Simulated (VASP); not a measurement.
# Ta4C3 (Pm-3m) in VASP: a series of runs

Ta4C3 is run at these levels: PBEsol; tasks: single point.

Program: VASP 6.6.1. These are calculated values, not measurements. Logs are shortened: lines on timing, memory, paths and dates and some standing lists are left out, and cuts for length are marked.

### 1 The cell of the first run

It takes space group Pm-3m (No. 221, cubic). Conventional cell: a = 4.504 Å, b = 4.504 Å, c = 4.504 Å, α = 90.00°, β = 90.00°, γ = 90.00°. Ta (site symmetry m-3m) has 6 C at 2.25 Å within 3.0 Å. Ta (site symmetry 4/mmm) has 4 C at 2.25 Å within 3.0 Å. Within 3.0 Å of C (site symmetry 4/mmm) lie 6 Ta at 2.25 Å.

### 2 Single point, PBEsol (volume scaled by 1.04)

Contents of INCAR:

```
SYSTEM = Ta4C3
ALGO = Normal
EDIFF = 1E-6
ENCUT = 520
GGA = PS
ISIF = 2
ISMEAR = -1
LASPH = .TRUE.
LCHARG = .FALSE.
LREAL = .FALSE.
LWAVE = .FALSE.
NBANDS = 37
NELM = 60
PREC = Accurate
SIGMA = 0.05
```

Contents of KPOINTS:

```
k-points
0
G
  6 6 6
  0 0 0
```

Contents of POSCAR:

```
Ta4C3
1.0
    4.5037782478      0.0000000000      0.0000000000
    0.0000000000      4.5037782478      0.0000000000
    0.0000000000      0.0000000000      4.5037782478
Ta C
4 3
Direct
    0.0000000000      0.0000000000      0.0000000000
    0.5000000000      0.5000000000      0.0000000000
    0.5000000000      0.0000000000      0.5000000000
    0.0000000000      0.5000000000      0.5000000000
    0.0000000000      0.0000000000      0.5000000000
    0.0000000000      0.5000000000      0.0000000000
    0.5000000000      0.0000000000      0.0000000000
```

Potentials or basis: VASP PAW PBE potentials, release 64 (Ta_pv, C).

Launch:

```
> cat potpaw_PBE.64/Ta_pv/POTCAR potpaw_PBE.64/C/POTCAR > POTCAR
> mpirun -np 1 vasp_std > vasp.out
```

OUTCAR:

```text
SYSTEM = Ta4C3
   EDIFF = 1E-6
   ENCUT = 520
   GGA = PS
   ISIF = 2
   ISMEAR = -1
   LASPH = .TRUE.
   LREAL = .FALSE.
   NELM = 60
   PREC = Accurate

 ion  position               nearest neighbor table
   1  0.000  0.000  0.000-   5 2.25   6 2.25   7 2.25   5 2.25   6 2.25   7 2.25   3 3.18   4 3.18
                             2 3.18   2 3.18   4 3.18   3 3.18   4 3.18   2 3.18   3 3.18   4 3.18
   2  0.500  0.500  0.000-   6 2.25   7 2.25   7 2.25   6 2.25   3 3.18   3 3.18   4 3.18   1 3.18
                             3 3.18   4 3.18   3 3.18   1 3.18   4 3.18   1 3.18   4 3.18   1 3.18
   3  0.500  0.000  0.500-   5 2.25   7 2.25   7 2.25   5 2.25   2 3.18   1 3.18   2 3.18   4 3.18
                             2 3.18   4 3.18   2 3.18   1 3.18   4 3.18   1 3.18   1 3.18   4 3.18
   4  0.000  0.500  0.500-   5 2.25   6 2.25   6 2.25   5 2.25   2 3.18   1 3.18   2 3.18   3 3.18
                             1 3.18   3 3.18   1 3.18   1 3.18   2 3.18   3 3.18   2 3.18   3 3.18
   5  0.000  0.000  0.500-   1 2.25   3 2.25   4 2.25   1 2.25   4 2.25   3 2.25
   6  0.000  0.500  0.000-   1 2.25   2 2.25   4 2.25   4 2.25   1 2.25   2 2.25
   7  0.500  0.000  0.000-   1 2.25   2 2.25   3 2.25   3 2.25   2 2.25   1 2.25

  LATTYP: Found a simple cubic cell.
 ALAT       =     4.5037782478

  Lattice vectors:

 A1 = (   4.5037782478,   0.0000000000,   0.0000000000)
 A2 = (   0.0000000000,   4.5037782478,   0.0000000000)
 A3 = (   0.0000000000,   0.0000000000,   4.5037782478)

Analysis of symmetry for initial positions (statically):
=====================================================================
 Subroutine PRICEL returns:
 Original cell was already a primitive cell.

 Routine SETGRP: Setting up the symmetry group for a
 simple cubic supercell.

 Subroutine GETGRP returns: Found 48 space group operations
 (whereof 48 operations were pure point group operations)
 out of a pool of 48 trial point group operations.

The static configuration has the point symmetry O_h .

Analysis of symmetry for dynamics (positions and initial velocities):
=====================================================================
 Subroutine PRICEL returns:
 Original cell was already a primitive cell.

 Routine SETGRP: Setting up the symmetry group for a
 simple cubic supercell.

 Subroutine GETGRP returns: Found 48 space group operations
 (whereof 48 operations were pure point group operations)
 out of a pool of 48 trial point group operations.

The dynamic configuration has the point symmetry O_h .

 Subroutine INISYM returns: Found 48 space group operations
 (whereof 48 operations are pure point group operations),
 and found     1 'primitive' translations

[... 106 lines left out ...]
   ISYM   =      2    0-nonsym 1-usesym 2-fastsym
   POTIM  = 0.5000    time-step for ionic-motion
   TEBEG  =    0.0;   TEEND  =   0.0 temperature during run
   PSTRESS=    0.0 pullay stress
   NELECT =      56.0000    total number of electrons
   NUPDOWN=      -1.0000    fix difference up-down
   EMIN   =  10.00;   EMAX   =-10.00  energy-range for DOS
   EFERMI =   0.00;   METHOD = LEGACY
   ISMEAR =    -1;   SIGMA  =   0.05  broadening in eV -4-tet -1-fermi 0-gaus
   EFERMI_NEDOS =   21; number of points for ismear=-14 and -15
   IALGO  =     38    algorithm
   IMIX   =      4    mixing-type and parameters
     AMIX     =   0.40;   BMIX     =  1.00
     AMIX_MAG =   1.60;   BMIX_MAG =  1.00
  volume/ion in A,a.u.               =      13.05        88.07
  Fermi-wavevector in a.u.,A,eV,Ry     =   1.390680  2.628004 26.313539  1.933991
  Thomas-Fermi vector in A             =   2.514592
   LORBIT       =      0    0 simple, 1 ext, 2 COOP (PROOUT), +10 PAW based schemes
   GGA     = PS    functional components
   LHFCALC =     F    Hartree Fock is set to
   AEXX    =    0.0000 exact exchange contribution
   IVDW    =     0    specifies the selected vdW correction
   LEPSILON=     F    determine dielectric tensor
   LRPA    =     F    only Hartree local field effects (RPA)
 non-spin polarized calculation
  energy-cutoff  :      520.00
  volume of cell :       91.35
 maximum number of plane-waves:      2517
 NGX is ok and might be reduce to    36
   NGX = 17   NGY = 17   NGZ = 17

 number of electron      55.9999987 magnetization

 Free energy of the ion-electron system (eV)
  ---------------------------------------------------
  ext. energy  EPLUGINS =         0.00000000
  ---------------------------------------------------
  free energy    TOTEN  =       -82.44544645 eV

  energy without entropy =      -82.41255579  energy(sigma->0) =      -82.42900112

 E-fermi :   6.6142     XC(G=0): -12.7605

 val. band max:        6.5724580884   @ k =   0.5000   0.1667   0.1667
 cond. band min:       6.6367785953   @ k =   0.3333   0.1667   0.1667
 fundamental gap:      0.0643205070
 Fermi energy:         6.6141851946

 k-point     1 :       0.0000    0.0000    0.0000
  band No.  band energies     occupation
      1     -28.7989      2.00000
      2     -28.7989      2.00000
      3     -28.7989      2.00000
      4     -28.1543      2.00000
      5     -28.1543      2.00000
      6     -28.1543      2.00000
[... 789 lines left out ...]
     36      10.0494      0.00000
     37      10.6598      0.00000

------------------------ aborting loop because EDIFF is reached ----------------------------------------

  FORCE on cell =-STRESS in cart. coord.  units (eV):
  Direction    XX          YY          ZZ          XY          YZ          ZX
  --------------------------------------------------------------------------------------
  -------------------------------------------------------------------------------------
  Total      -10.2284773    -10.2284773    -10.2284773      0.0000000      0.0000000     -0.0000000
  in kB     -179.3868359   -179.3868359   -179.3868359      0.0000000      0.0000000     -0.0000000
  external PRESSURE =    -179.3868359 kB  Pullay stress =       0.0000000 kB

 VOLUME and BASIS-vectors are now :
 -----------------------------------------------------------------------------
  energy-cutoff  :      520.00
  volume of cell :       91.35
      direct lattice vectors                 reciprocal lattice vectors
     4.503778248  0.000000000  0.000000000     0.222035799  0.000000000  0.000000000
     0.000000000  4.503778248  0.000000000     0.000000000  0.222035799  0.000000000
     0.000000000  0.000000000  4.503778248     0.000000000  0.000000000  0.222035799

 POSITION                                       TOTAL-FORCE (eV/Angst)
 -----------------------------------------------------------------------------------
      0.00000      0.00000      0.00000         0.000000      0.000000      0.000000
      2.25189      2.25189      0.00000         0.000000      0.000000      0.000000
      2.25189      0.00000      2.25189         0.000000      0.000000      0.000000
      0.00000      2.25189      2.25189         0.000000      0.000000      0.000000
      0.00000      0.00000      2.25189         0.000000      0.000000      0.000000
      0.00000      2.25189      0.00000         0.000000      0.000000      0.000000
      2.25189      0.00000      0.00000         0.000000      0.000000      0.000000
 -----------------------------------------------------------------------------------
    total drift:                                0.000000      0.000000      0.000000

  FREE ENERGIE OF THE ION-ELECTRON SYSTEM (eV)
  ---------------------------------------------------
  free  energy   TOTEN  =       -82.4454464516 eV

  energy  without entropy=      -82.4125557859  energy(sigma->0) =      -82.42900112
```

Wall time 30 s (1 thread of Intel Xeon Platinum 8559C (Emerald Rapids), shared host); peak memory 0.22 GiB.

What came out:

```yaml
Free_energy: -82.4454 eV
Pressure: -17.9 GPa
Band_gap_on_the_k_mesh: zero (band 28 reaches 6.93 eV, above the bottom of band 29 at 5.80 eV)
```

Caveat: the PAW data sets were made with another functional, which shifts forces and pressure a little; spin-orbit coupling is left out, which moves the levels of the heavy elements.

### 3 Single point, PBEsol (volume scaled by 1.06)

Contents of INCAR:

```
PREC = Accurate
ENCUT = 520
EDIFF = 1E-7
ISMEAR = -1
SIGMA = 0.05
LREAL = F
LASPH = T
NELM = 80
ALGO = Normal
ISIF = 2
LWAVE = F
LCHARG = F
GGA = PS
NBANDS = 37
```

Contents of KPOINTS:

```
Automatic mesh
0
Gamma
  6 6 6
```

POSCAR: that of step 2 with these lines changed.

```diff
@@ -2,5 +2,5 @@
 1.0
-    4.5037782478      0.0000000000      0.0000000000
-    0.0000000000      4.5037782478      0.0000000000
-    0.0000000000      0.0000000000      4.5037782478
+    4.5324655069      0.0000000000      0.0000000000
+    0.0000000000      4.5324655069      0.0000000000
+    0.0000000000      0.0000000000      4.5324655069
 Ta C
```

Potentials or basis: VASP PAW PBE potentials, release 64 (Ta_pv, C).

Launch:

```
> cat potpaw_PBE.64/Ta_pv/POTCAR potpaw_PBE.64/C/POTCAR > POTCAR
> mpirun -np 1 vasp_std > vasp.out
```

Wall time 32 s (1 thread of Intel Xeon Platinum 8559C (Emerald Rapids), shared host); peak memory 0.22 GiB.

It converged, with:

```yaml
Free_energy: -82.2257 eV
Pressure: -22.2 GPa
Band_gap_on_the_k_mesh: zero (band 28 reaches 6.75 eV, above the bottom of band 29 at 5.65 eV)
```

Levels at points of the mesh, in eV from the Fermi level:
| k point | band 25 | band 26 | band 27 | band 28 | band 29 | band 30 | band 31 | band 32 |
| --- | --- | --- | --- | --- | --- | --- | --- | --- |
| (0.00, 0.00, 0.00) | -1.32 | -0.59 | -0.59 | -0.59 | -0.51 | -0.51 | -0.51 | 1.22 |
| (0.50, 0.00, 0.00) | -1.96 | -1.85 | -1.85 | 0.24 | 0.24 | 0.70 | 1.73 | 2.17 |
| (0.50, 0.50, 0.00) | -1.66 | -1.59 | -0.34 | -0.34 | 1.56 | 1.57 | 1.57 | 1.89 |
| (0.50, 0.50, 0.50) | -0.98 | -0.98 | -0.98 | -0.21 | 2.92 | 2.92 | 2.92 | 3.03 |

Caveat: the PAW data sets were made with another functional, which shifts forces and pressure a little; spin-orbit coupling is left out, which moves the levels of the heavy elements.
